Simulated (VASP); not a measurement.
Write the native input for VASP 6.6.1 that does the following.

- Task: single point
- Functional: revPBE
- Potentials or basis: VASP PAW PBE potentials, release 64 (La)
- Cutoff: 520 eV
- k mesh: 11 × 11 × 6
- Occupations: fermi-dirac, width 0.1 eV
- Spin: no spin polarisation
- Dipole correction: no
- Further INCAR settings: ALGO = Normal; EDIFF = 1e-06; NBANDS = 18

The structure of La lies in POSCAR:

```
La
1.0
    3.8891930324      0.0000000000      0.0000000000
   -1.9445965161      3.3681399663      0.0000000000
    0.0000000000      0.0000000000      6.2421742657
La
2
Direct
    0.3333333333      0.6666666667      0.2500000000
    0.6666666667      0.3333333333      0.7500000000
```

These files were run (other wordings do the same):

INCAR

```
PREC = Accurate
ENCUT = 520
EDIFF = 1E-6
ISMEAR = -1
SIGMA = 0.1
LREAL = F
LASPH = T
NELM = 80
ALGO = Normal
ISIF = 2
LWAVE = F
LCHARG = F
GGA = RE
NBANDS = 18
```

KPOINTS

```
Automatic mesh
0
Gamma
  11 11 6
```

Potentials or basis: VASP PAW PBE potentials, release 64 (La).

Run with:

```console
$ cat potpaw_PBE.64/La/POTCAR > POTCAR
$ mpirun -np 1 vasp_std > vasp.out
```

Results of the run:

```yaml
Pressure: -0.9 GPa
Band_gap_on_the_k_mesh: zero (bands 11 and 12 overlap by 1.35 eV)
```

Caveat: the PAW data sets were made with another functional, which shifts forces and pressure a little; spin-orbit coupling is left out, which moves the levels of the heavy elements.

Run time: 65 s on 1 thread of Intel(R) Xeon(R) 6975P-C (Granite Rapids), with other jobs on the host, peak memory 0.25 GiB.
